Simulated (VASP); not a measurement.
# SnSbS (P4/mmm) in VASP: further runs

SnSbS is run at these levels: PBE; tasks: single point, relaxation of cell and atoms.

Everything below comes from runs of VASP 6.6.1. Logs are shortened: lines on timing, memory, paths and dates and some standing lists are left out, and cuts for length are marked.

## (1) The cell of the first run

Symmetry: P4/mmm, No. 123, tetragonal system. Conventional cell: a = 3.785 Å, b = 3.785 Å, c = 6.230 Å, α = 90.00°, β = 90.00°, γ = 90.00°. Sn (site symmetry 4/mmm) has 2 Sb at 3.11 Å and 4 Sn at 3.79 Å and 8 S at 4.11 Å within 4.2 Å. Within 3.5 Å of Sb (site symmetry 4/mmm) lie 4 S at 2.68 Å and 2 Sn at 3.11 Å. S (site symmetry 4/mmm) has 4 Sb at 2.68 Å within 3.5 Å.

The cell was generated, and may not be a known phase.

## (2) Single point, PBE

The input, INCAR:

```
PREC = Accurate ; ENCUT = 500
EDIFF = 1E-6 ; ISMEAR = 0
SIGMA = 0.1 ; LREAL = F
LASPH = T ; NELM = 120
ALGO = Normal ; ISIF = 2
LWAVE = F ; LCHARG = F
GGA = PE ; NBANDS = 20
GGA_COMPAT = F
```

The input, KPOINTS:

```
regular mesh
0
Gamma
  12 12 8
```

The input, POSCAR:

```
SnSbS
1.0
    3.7853100584      0.0000000000      0.0000000000
    0.0000000000      3.7853100584      0.0000000000
    0.0000000000      0.0000000000      6.2299434723
Sn Sb S
1 1 1
Direct
    0.0000000000      0.0000000000      0.5000000000
    0.0000000000      0.0000000000      0.0000000000
    0.5000000000      0.5000000000      0.0000000000
```

Potentials or basis: VASP PAW PBE potentials, release 64 (Sn_d, Sb, S).

Run with:

```
$ cat potpaw_PBE.64/Sn_d/POTCAR potpaw_PBE.64/Sb/POTCAR potpaw_PBE.64/S/POTCAR > POTCAR
$ mpirun -np 1 vasp_std > vasp.out
```

OUTCAR:

```text
PREC = Accurate
   ENCUT = 500
   EDIFF = 1E-6
   ISMEAR = 0
   LREAL = F
   LASPH = T
   NELM = 120
   ISIF = 2
   GGA = PE

 ion  position               nearest neighbor table
   1  0.000  0.000  0.500-   2 3.11   2 3.11
   2  0.000  0.000  0.000-   3 2.68   3 2.68   3 2.68   3 2.68   1 3.11   1 3.11
   3  0.500  0.500  0.000-   2 2.68   2 2.68   2 2.68   2 2.68

  LATTYP: Found a simple tetragonal cell.
 ALAT       =     3.7853100584
 C/A-ratio  =     1.6458211814

  Lattice vectors:

 A1 = (   3.7853100584,   0.0000000000,   0.0000000000)
 A2 = (   0.0000000000,   3.7853100584,   0.0000000000)
 A3 = (   0.0000000000,   0.0000000000,   6.2299434723)

Analysis of symmetry for initial positions (statically):
=====================================================================
 Subroutine PRICEL returns:
 Original cell was already a primitive cell.

 Routine SETGRP: Setting up the symmetry group for a
 simple tetragonal supercell.

 Subroutine GETGRP returns: Found 16 space group operations
 (whereof 16 operations were pure point group operations)
 out of a pool of 16 trial point group operations.

The static configuration has the point symmetry D_4h.

Analysis of symmetry for dynamics (positions and initial velocities):
=====================================================================
 Subroutine PRICEL returns:
 Original cell was already a primitive cell.

 Routine SETGRP: Setting up the symmetry group for a
 simple tetragonal supercell.

 Subroutine GETGRP returns: Found 16 space group operations
 (whereof 16 operations were pure point group operations)
 out of a pool of 16 trial point group operations.

The dynamic configuration has the point symmetry D_4h.

 Subroutine INISYM returns: Found 16 space group operations
 (whereof 16 operations are pure point group operations),
 and found     1 'primitive' translations

----------------------------------------------------------------------------------------

                                     Primitive cell

  volume of cell :      89.2662

  direct lattice vectors                    reciprocal lattice vectors
     3.785310058  0.000000000  0.000000000     0.264179152  0.000000000  0.000000000
     0.000000000  3.785310058  0.000000000     0.000000000  0.264179152  0.000000000
     0.000000000  0.000000000  6.229943472     0.000000000  0.000000000  0.160515100

  length of vectors
     3.785310058  3.785310058  6.229943472     0.264179152  0.264179152  0.160515100

  position of ions in fractional coordinates (direct lattice)
     0.000000000  0.000000000  0.500000000
     0.000000000  0.000000000  0.000000000
     0.500000000  0.500000000  0.000000000

  ion indices of the primitive-cell ions
   primitive index   ion index
                 1           1
                 2           2
                 3           3

----------------------------------------------------------------------------------------

 KPOINTS: regular mesh

Automatic generation of k-mesh.
 Grid dimensions read from file:
 generate k-points for:   12   12    8

 Generating k-lattice:

  Cartesian coordinates                     Fractional coordinates (reciprocal lattice)
     0.022014929  0.000000000  0.000000000     0.083333333  0.000000000  0.000000000
     0.000000000  0.022014929  0.000000000     0.000000000  0.083333333  0.000000000
     0.000000000  0.000000000  0.020064388     0.000000000  0.000000000  0.125000000

  Length of vectors
     0.022014929  0.022014929  0.020064388

  Shift w.r.t. Gamma in fractional coordinates (k-lattice)
     0.000000000  0.000000000  0.000000000

 Subroutine IBZKPT returns following result:
 ===========================================

 Found    140 irreducible k-points:

 Following reciprocal coordinates:
            Coordinates               Weight
  0.000000  0.000000  0.000000      1.000000
  0.083333  0.000000  0.000000      4.000000
  0.166667  0.000000  0.000000      4.000000
  0.250000  0.000000  0.000000      4.000000
  0.333333  0.000000  0.000000      4.000000
  0.416667  0.000000  0.000000      4.000000
[... 16 lines left out ...]
  0.333333  0.333333  0.000000      4.000000
  0.416667  0.333333  0.000000      8.000000
 [... further k-points ...]
   k-points           NKPTS =    140   k-points in BZ     NKDIM =    140   number of bands    NBANDS=     20
   number of dos      NEDOS =    301   number of ions     NIONS =      3
   total plane-waves  NPLWV =  37632
   dimension x,y,z NGX =    28 NGY =   28 NGZ =   48
   dimension x,y,z NGXF=    56 NGYF=   56 NGZF=   96
   ions per type =               1   1   1
   NGX,Y,Z   is equivalent  to a cutoff of  12.30, 12.30, 12.81 a.u.
   NGXF,Y,Z  is equivalent  to a cutoff of  24.59, 24.59, 25.62 a.u.
 SYSTEM =  unknown system
   PREC   = accura    normal or accurate (medium, high low for compatibility)
   ISTART =      0    job   : 0-new  1-cont  2-samecut
   ICHARG =      2    charge: 1-file 2-atom 10-const
   ISPIN  =      1    spin polarized calculation?
   LNONCOLLINEAR =      F non collinear calculations
   LSORBIT =      F    spin-orbit coupling
   LASPH  =      T    aspherical Exc in radial PAW
   ENCUT  =  500.0 eV  36.75 Ry    6.06 a.u.   6.90  6.90 11.36*2*pi/ulx,y,z
   NELM   =    120;   NELMIN=  2; NELMDL= -5     # of ELM steps
   EDIFF  = 0.1E-05   stopping-criterion for ELM
   LREAL  =      F    real-space projection
   EDIFFG = 0.1E-04   stopping-criterion for IOM
   NSW    =      0    number of steps for IOM
[... 5 lines left out ...]
   TEBEG  =    0.0;   TEEND  =   0.0 temperature during run
   PSTRESS=    0.0 pullay stress
   NELECT =      25.0000    total number of electrons
   NUPDOWN=      -1.0000    fix difference up-down
   EMIN   =  10.00;   EMAX   =-10.00  energy-range for DOS
   EFERMI =   0.00;   METHOD = LEGACY
   ISMEAR =     0;   SIGMA  =   0.10  broadening in eV -4-tet -1-fermi 0-gaus
   EFERMI_NEDOS =   21; number of points for ismear=-14 and -15
   IALGO  =     38    algorithm
   IMIX   =      4    mixing-type and parameters
     AMIX     =   0.40;   BMIX     =  1.00
     AMIX_MAG =   1.60;   BMIX_MAG =  1.00
  volume/ion in A,a.u.               =      29.76       200.80
  Fermi-wavevector in a.u.,A,eV,Ry     =   1.071090  2.024066 15.609053  1.147233
  Thomas-Fermi vector in A             =   2.206819
   LORBIT       =      0    0 simple, 1 ext, 2 COOP (PROOUT), +10 PAW based schemes
   GGA     = PE    functional components
   LHFCALC =     F    Hartree Fock is set to
   AEXX    =    0.0000 exact exchange contribution
   IVDW    =     0    specifies the selected vdW correction
   LEPSILON=     F    determine dielectric tensor
   LRPA    =     F    only Hartree local field effects (RPA)
 non-spin polarized calculation
 Gauss-broadening in eV      SIGMA  =   0.10
  energy-cutoff  :      500.00
  volume of cell :       89.27
 maximum number of plane-waves:      2288
 NGX is ok and might be reduce to    28
   NGX = 13   NGY = 13   NGZ = 23

 number of electron      25.0000004 magnetization

 Free energy of the ion-electron system (eV)
  ---------------------------------------------------
  ext. energy  EPLUGINS =         0.00000000
  ---------------------------------------------------
  free energy    TOTEN  =       -11.50468950 eV

  energy without entropy =      -11.49746875  energy(sigma->0) =      -11.50107912

 E-fermi :   5.4045     XC(G=0):  -9.1254

 val. band max:        5.3911856220   @ k =   0.3333   0.3333   0.2500
 cond. band min:       5.4254286609   @ k =   0.2500   0.1667   0.0000
 fundamental gap:      0.0342430389
 Fermi energy:         5.4045004325

 k-point     1 :       0.0000    0.0000    0.0000
  band No.  band energies     occupation
      1     -16.0299      2.00000
      2     -16.0085      2.00000
      3     -15.9844      2.00000
      4     -15.9809      2.00000
      5     -15.9809      2.00000
      6      -9.2620      2.00000
[... 12 lines left out ...]
     19      11.8920      0.00000
     20      12.8337      0.00000

 k-point     2 :       0.0833    0.0000    0.0000
  band No.  band energies     occupation
      1     -16.0278      2.00000
      2     -16.0076      2.00000
      3     -15.9852      2.00000
      4     -15.9818      2.00000
      5     -15.9808      2.00000
      6      -9.2060      2.00000
[... 12 lines left out ...]
     19      12.2137      0.00000
     20      12.6058      0.00000

 k-point     3 :       0.1667    0.0000    0.0000
  band No.  band energies     occupation
      1     -16.0229      2.00000
      2     -16.0043      2.00000
      3     -15.9872      2.00000
      4     -15.9841      2.00000
      5     -15.9806      2.00000
      6      -9.0414      2.00000
[... 12 lines left out ...]
     19      12.3667      0.00000
     20      12.6032      0.00000

 k-point     4 :       0.2500    0.0000    0.0000
  band No.  band energies     occupation
      1     -16.0186      2.00000
      2     -15.9974      2.00000
      3     -15.9901      2.00000
      4     -15.9874      2.00000
      5     -15.9804      2.00000
      6      -8.7808      2.00000
[... 12 lines left out ...]
     19      12.2931      0.00000
     20      13.0137      0.00000

 k-point     5 :       0.3333    0.0000    0.0000
  band No.  band energies     occupation
      1     -16.0163      2.00000
      2     -15.9929      2.00000
      3     -15.9906      2.00000
      4     -15.9886      2.00000
      5     -15.9801      2.00000
      6      -8.4553      2.00000
[... 12 lines left out ...]
     19      12.2342      0.00000
     20      13.5686      0.00000
[... 353 lines left out ...]
      6      -7.7840      2.00000
[... 12 lines left out ...]
     19      11.6615      0.00000
     20      11.7944      0.00000

 k-point    22 :       0.5000    0.2500    0.0000
  band No.  band energies     occupation
      1     -16.0024      2.00000
      2     -15.9959      2.00000
      3     -15.9932      2.00000
      4     -15.9862      2.00000
      5     -15.9753      2.00000
      6      -7.6695      2.00000
[... 12 lines left out ...]
     19      11.4305      0.00000
     20      11.8946      0.00000

 k-point    23 :       0.3333    0.3333    0.0000
  band No.  band energies     occupation
      1     -16.0025      2.00000
      2     -15.9907      2.00000
      3     -15.9897      2.00000
      4     -15.9896      2.00000
      5     -15.9805      2.00000
      6      -7.7934      2.00000
[... 12 lines left out ...]
     19      11.3597      0.00000
     20      11.8173      0.00000

 k-point    24 :       0.4167    0.3333    0.0000
  band No.  band energies     occupation
      1     -16.0049      2.00000
      2     -15.9920      2.00000
      3     -15.9894      2.00000
      4     -15.9894      2.00000
      5     -15.9736      2.00000
      6      -7.5712      2.00000
[... 12 lines left out ...]
     19      10.9707      0.00000
     20      12.0370      0.00000

 [... further k-points ...]

------------------------ aborting loop because EDIFF is reached ----------------------------------------

  FORCE on cell =-STRESS in cart. coord.  units (eV):
  Direction    XX          YY          ZZ          XY          YZ          ZX
  --------------------------------------------------------------------------------------
  -------------------------------------------------------------------------------------
  Total       -0.0764461     -0.0764461     -0.0188826      0.0000000     -0.0000000      0.0000000
  in kB       -1.3720787     -1.3720787     -0.3389107      0.0000000     -0.0000000      0.0000000
  external PRESSURE =      -1.0276894 kB  Pullay stress =       0.0000000 kB

 VOLUME and BASIS-vectors are now :
 -----------------------------------------------------------------------------
  energy-cutoff  :      500.00
  volume of cell :       89.27
      direct lattice vectors                 reciprocal lattice vectors
     3.785310058  0.000000000  0.000000000     0.264179152  0.000000000  0.000000000
     0.000000000  3.785310058  0.000000000     0.000000000  0.264179152  0.000000000
     0.000000000  0.000000000  6.229943472     0.000000000  0.000000000  0.160515100

 POSITION                                       TOTAL-FORCE (eV/Angst)
 -----------------------------------------------------------------------------------
      0.00000      0.00000      3.11497         0.000000      0.000000      0.000000
      0.00000      0.00000      0.00000         0.000000      0.000000      0.000000
      1.89266      1.89266      0.00000         0.000000      0.000000      0.000000
 -----------------------------------------------------------------------------------
    total drift:                               -0.000000      0.000000      0.000000

  FREE ENERGIE OF THE ION-ELECTRON SYSTEM (eV)
  ---------------------------------------------------
  free  energy   TOTEN  =       -11.5046894962 eV

  energy  without entropy=      -11.4974687470  energy(sigma->0) =      -11.50107912
```

Wall time 97 s (1 thread of Oxide Virtual Turin-like, shared host); peak memory 0.34 GiB.

Results:

- Free energy: -11.5047 eV
- Pressure: -0.1 GPa
- Band gap on the k mesh: zero (an odd number of electrons rules out a gap without spin polarisation)

Caveat: spin-orbit coupling is left out, which moves the levels of the heavy elements.

## (3) Relaxation of cell and atoms, PBE

The input, INCAR:

```
ALGO = Normal
EDIFF = 1E-7
EDIFFG = -0.01
ENCUT = 500
GGA = PE
GGA_COMPAT = F
IBRION = 2
ISIF = 3
ISMEAR = 0
LASPH = T
LCHARG = F
LREAL = F
LWAVE = F
NELM = 120
NELMIN = 4
NSW = 100
PREC = Accurate
SIGMA = 0.1
```

The input, KPOINTS:

```
k-points
0
Gamma
  12 12 8
```

The input, POSCAR:

```
SnSbS
1.0
    3.8087716030      0.0000000000      0.0000000000
    0.0000000000      3.8087716030      0.0000000000
    0.0000000000      0.0000000000      6.1566336392
Sn Sb S
1 1 1
Direct
    0.0000000000      0.0000000000      0.5000000000
    0.0000000000      0.0000000000      0.0000000000
    0.5000000000      0.5000000000      0.0000000000
```

Potentials or basis: VASP PAW PBE potentials, release 64 (Sn_d, Sb, S).

Run with:

```
$ cat potpaw_PBE.64/Sn_d/POTCAR potpaw_PBE.64/Sb/POTCAR potpaw_PBE.64/S/POTCAR > POTCAR
$ mpirun -np 1 vasp_std > vasp.out
```

OUTCAR:

```text
EDIFF = 1E-7
   EDIFFG = -0.01
   ENCUT = 500
   GGA = PE
   IBRION = 2
   ISIF = 3
   ISMEAR = 0
   LASPH = T
   LREAL = F
   NELM = 120
   NELMIN = 4
   NSW = 100
   PREC = Accurate

 ion  position               nearest neighbor table
   1  0.000  0.000  0.500-   2 3.08   2 3.08
   2  0.000  0.000  0.000-   3 2.69   3 2.69   3 2.69   3 2.69   1 3.08   1 3.08
   3  0.500  0.500  0.000-   2 2.69   2 2.69   2 2.69   2 2.69

  LATTYP: Found a simple tetragonal cell.
 ALAT       =     3.8087716030
 C/A-ratio  =     1.6164355023

  Lattice vectors:

 A1 = (   3.8087716030,   0.0000000000,   0.0000000000)
 A2 = (   0.0000000000,   3.8087716030,   0.0000000000)
 A3 = (   0.0000000000,   0.0000000000,   6.1566336392)

Analysis of symmetry for initial positions (statically):
=====================================================================
 Subroutine PRICEL returns:
 Original cell was already a primitive cell.

 Routine SETGRP: Setting up the symmetry group for a
 simple tetragonal supercell.

 Subroutine GETGRP returns: Found 16 space group operations
 (whereof 16 operations were pure point group operations)
 out of a pool of 16 trial point group operations.

The static configuration has the point symmetry D_4h.

[... 171 lines left out ...]
  -------------------------------------------------------------------------------------
  Total       -0.4973551     -0.4973551      0.4864163      0.0000000      0.0000000      0.0000000
  in kB       -8.9220365     -8.9220365      8.7258052      0.0000000      0.0000000      0.0000000
  external PRESSURE =      -3.0394226 kB  Pullay stress =       0.0000000 kB
[... 98 lines left out ...]
--------------------------------------- Ionic step        4  -------------------------------------------

 number of electron      25.0000005 magnetization

 Free energy of the ion-electron system (eV)
  ---------------------------------------------------
  ext. energy  EPLUGINS =         0.00000000
  ---------------------------------------------------
  free energy    TOTEN  =       -11.50477705 eV

  energy without entropy =      -11.49759643  energy(sigma->0) =      -11.50118674

 E-fermi :   5.4306     XC(G=0):  -9.1361

 val. band max:        5.4152176937   @ k =   0.3333   0.3333   0.2500
 cond. band min:       5.4499988111   @ k =   0.3333   0.3333   0.5000
 fundamental gap:      0.0347811174
 Fermi energy:         5.4305899871

 k-point     1 :       0.0000    0.0000    0.0000
  band No.  band energies     occupation
      1     -16.0016      2.00000
      2     -15.9805      2.00000
      3     -15.9556      2.00000
      4     -15.9525      2.00000
      5     -15.9525      2.00000
      6      -9.2577      2.00000
[... 433 lines left out ...]
      3     -15.9611      2.00000
      4     -15.9611      2.00000
      5     -15.9448      2.00000
      6      -7.5581      2.00000
[... 8 lines left out ...]
     15       9.4300      0.00000
     16       9.6515      0.00000

 [... further k-points ...]

------------------------ aborting loop because EDIFF is reached ----------------------------------------

  FORCE on cell =-STRESS in cart. coord.  units (eV):
  Direction    XX          YY          ZZ          XY          YZ          ZX
  --------------------------------------------------------------------------------------
  -------------------------------------------------------------------------------------
  Total        0.0024658      0.0024658      0.0090163      0.0000000     -0.0000000      0.0000000
  in kB        0.0443686      0.0443686      0.1622361      0.0000000     -0.0000000      0.0000000
  external PRESSURE =       0.0836578 kB  Pullay stress =       0.0000000 kB
[... 18 lines left out ...]
  FREE ENERGIE OF THE ION-ELECTRON SYSTEM (eV)
  ---------------------------------------------------
  free  energy   TOTEN  =       -11.5047770549 eV

  energy  without entropy=      -11.4975964259  energy(sigma->0) =      -11.50118674

 reached required accuracy - stopping structural energy minimisation
```

Run time: 3.8 min. Hardware: 1 thread of Oxide Virtual Turin-like, shared host; peak memory 0.33 GiB.

Results:

- Free energy: -11.5048 eV
- Relaxed volume: 29.68 Å³/atom
- Relaxed cell: a = 3.782 Å, b = 3.782 Å, c = 6.227 Å, α = 90.00°, β = 90.00°, γ = 90.00°
- Space group after relaxing (to 0.1 Å): P4/mmm (No. 123)
- Energy gained by relaxing: 2.1 meV/atom
- Ionic steps: 4
- Pressure after relaxing: 0.0 GPa
- Band gap on the k mesh: zero (an odd number of electrons rules out a gap without spin polarisation)

The path:
| step | energy change (eV) | largest force (eV/Å) | pressure (GPa) | volume (Å³) |
| --- | --- | --- | --- | --- |
| 1 | 0.0000 | 0.0000 | -0.30 | 89.31 |
| 2 | -0.0060 | 0.0000 | 0.22 | 88.58 |
| 3 | -0.0060 | 0.0000 | 0.22 | 88.57 |
| 4 | -0.0064 | 0.0000 | 0.01 | 89.04 |

Final structure:
```
Sn Sb S
1.0
     3.78151    0.00000    0.00000
     0.00000    3.78151    0.00000
     0.00000    0.00000    6.22677
Sn Sb S
1 1 1
Direct
  0.00000 0.00000 0.50000
  0.00000 0.00000 0.00000
  0.50000 0.50000 0.00000
```

Caveat: spin-orbit coupling is left out, which moves the levels of the heavy elements.

The gap in the log of VASP goes by the Fermi energy; the results here count the filled bands.